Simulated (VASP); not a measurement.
Set up this calculation in VASP 6.6.1, as the native input.

| Property | Result |
| --- | --- |
| Task | single point |
| Functional | PBE |
| Potentials or basis | VASP PAW PBE potentials, release 64 (Ga_d, P) |
| Cutoff | 520 eV |
| k mesh | 6 × 6 × 6 |
| Occupations | fermi-dirac, width 0.05 eV |
| Spin | non-collinear spin, zero start, spin-orbit coupling |
| Starting moments | [[0.0, 0.0, 0.0], [0.0, 0.0, 0.0]] μB |
| Dipole correction | no |
| Further INCAR settings | ALGO = Normal; EDIFF = 1e-07; NBANDS = 30 |

The structure of GaP lies in POSCAR:

```
GaP
1.0
    0.0000000000      2.7252500000      2.7252500000
    2.7252500000      0.0000000000      2.7252500000
    2.7252500000      2.7252500000      0.0000000000
Ga P
1 1
Direct
    0.0000000000      0.0000000000      0.0000000000
    0.7500000000      0.7500000000      0.7500000000
```

One way to write it, as run:

INCAR

```
  PREC = Accurate
  ENCUT = 520
  EDIFF = 1E-7
  ISMEAR = -1
  SIGMA = 0.05
  LREAL = F
  LASPH = T
  NELM = 150
  ALGO = Normal
  ISIF = 2
  LWAVE = F
  LCHARG = F
  MAGMOM = 0 0 0 0 0 0
  LORBIT = 11
  LSORBIT = T
  GGA_COMPAT = F
  LORBMOM = T
  GGA = PE
  NBANDS = 30
```

KPOINTS

```
regular mesh
0
Gamma
  6 6 6
```

Potentials or basis: VASP PAW PBE potentials, release 64 (Ga_d, P).

Launch:

```console
$ cat potpaw_PBE.64/Ga_d/POTCAR potpaw_PBE.64/P/POTCAR > POTCAR
$ mpirun -np 1 vasp_ncl > vasp.out
```

Results of the run:

| Item | Value |
| --- | --- |
| Pressure | 2.5 GPa |
| Net moment | 0.00 μB per cell |
| Valence electrons inside the program's atomic spheres | Ga 11.72; P 2.55 |

Wall time 3.5 min on 1 thread of AMD EPYC 7R13, with other jobs on the host, peak memory 0.25 GiB.
